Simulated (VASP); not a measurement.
Input of a VASP 6.6.1 run:

Contents of INCAR:

```
PREC     = Accurate       # precision mode
ENCUT    = 600            # plane-wave cutoff, eV
EDIFF    = 1E-6           # SCF threshold, eV
ISMEAR   = 0              # smearing method
SIGMA    = 0.01           # smearing width, eV
LREAL    = F              # projectors in reciprocal space
LASPH    = T              # aspherical terms in the spheres
NELM     = 120            # most SCF steps
ALGO     = Normal         # electronic algorithm
ISIF     = 2              # what is computed and relaxed
LWAVE    = F              # write WAVECAR
LCHARG   = F              # write CHGCAR
GGA      = PE             # functional
NBANDS   = 11             # bands
GGA_COMPAT= F
```

File KPOINTS:

```
Automatic mesh
0
Gamma
  3 3 3
```

The input POSCAR:

```
MgO
1.0
    0.0000000000      2.1332071247      2.1332071247
    2.1332071247      0.0000000000      2.1332071247
    2.1332071247      2.1332071247      0.0000000000
Mg O
1 1
Direct
    0.0000000000      0.0000000000      0.0000000000
    0.5000000000      0.5000000000      0.5000000000
```

Potentials or basis: VASP PAW PBE potentials, release 64 (Mg, O).

Command:

```console
$ cat potpaw_PBE.64/Mg/POTCAR potpaw_PBE.64/O/POTCAR > POTCAR
$ mpirun -np 1 vasp_std > vasp.out
```

**Question.** Estimate the band gap on the k mesh.

**Answer.** 4.32 eV, direct.

**Question.** Estimate the pressure.

**Answer.** -1.9 GPa.

Caveat: the k points lie up to 0.85 Å⁻¹ apart. As with any semilocal functional, this PBE gap is likely too small.
